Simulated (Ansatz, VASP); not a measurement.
**ScBPt3 in VASP and in Ansatz**

INCAR

```
SYSTEM = ScBPt3
PREC = Accurate ; ENCUT = 520
EDIFF = 1E-6 ; ISMEAR = 0
SIGMA = 0.15 ; LREAL = .FALSE.
LASPH = .TRUE. ; NELM = 80
ALGO = Fast ; ISIF = 2
LWAVE = .FALSE. ; LCHARG = .TRUE.
GGA = PE ; LELF = .TRUE.
LVHAR = .TRUE. ; NBANDS = 30
```

KPOINTS

```
Automatic mesh
0
G
  12 12 12
  0 0 0
```

File POSCAR:

```
ScBPt3
1.0
    4.2573599692      0.1105807784      0.1105807784
    0.1105807784      4.2573599692      0.1105807784
    0.1105807784      0.1105807784      4.2573599692
Sc B Pt
1 1 3
Direct
    0.0000000000      0.0000000000      0.0000000000
    0.5000000000      0.5000000000      0.5000000000
    0.0000000000      0.5000000000      0.5000000000
    0.5000000000      0.5000000000      0.0000000000
    0.5000000000      0.0000000000      0.5000000000
```

Input for Ansatz:

```yaml
crystal:
  lattice:
    - [4.2573599692, 0.1105807784, 0.1105807784]
    - [0.1105807784, 4.2573599692, 0.1105807784]
    - [0.1105807784, 0.1105807784, 4.2573599692]
  atoms:
    - { symbol: Sc, position: [0.0, 0.0, 0.0] }
    - { symbol: B, position: [0.5, 0.5, 0.5] }
    - { symbol: Pt, position: [0.0, 0.5, 0.5] }
    - { symbol: Pt, position: [0.5, 0.5, 0.0] }
    - { symbol: Pt, position: [0.5, 0.0, 0.5] }
basis:
  ecutwfc: 420
kpoints:
  mp_grid: { grid: [12, 12, 12] }
hamiltonian:
  xc: pbe
scf:
  occupations: { method: gaussian, width: 0.15 }
output:
  forces: true
  stress: true
  eigenvalues: true
```

Alike in both runs: task single point; functional PBE; k mesh 12 × 12 × 12; occupations gaussian, width 0.15 eV; no spin polarisation.

|  | VASP | Ansatz |
| --- | --- | --- |
| version | VASP 6.6.1 | Ansatz 0.2.0 |
| potentials or method | VASP PAW PBE potentials, release 64 (Sc_sv, B, Pt), cutoff 520 eV | scalar-relativistic, plane waves, PAW |
| valence electrons in the cell | 44 | 68 |

VASP gave:

```
gap on the k mesh at the Fermi level (eV)                     : none
pressure (GPa)                                                : -0.1
traceless stress, the component that is largest in VASP (GPa) : 1.91
```

**Question.** Which values does Ansatz return?

**Answer.** gap on the k mesh at the Fermi level (eV): none; pressure (GPa): -0.1; traceless stress, the component that is largest in VASP (GPa): 1.93.

A gap of «none» marks a metal or a gap that the smearing closes. VASP's potentials hold 44 valence electrons a cell and Ansatz's 68, so a difference there can come from the potentials and not from the codes.

Spin-orbit coupling is off throughout.
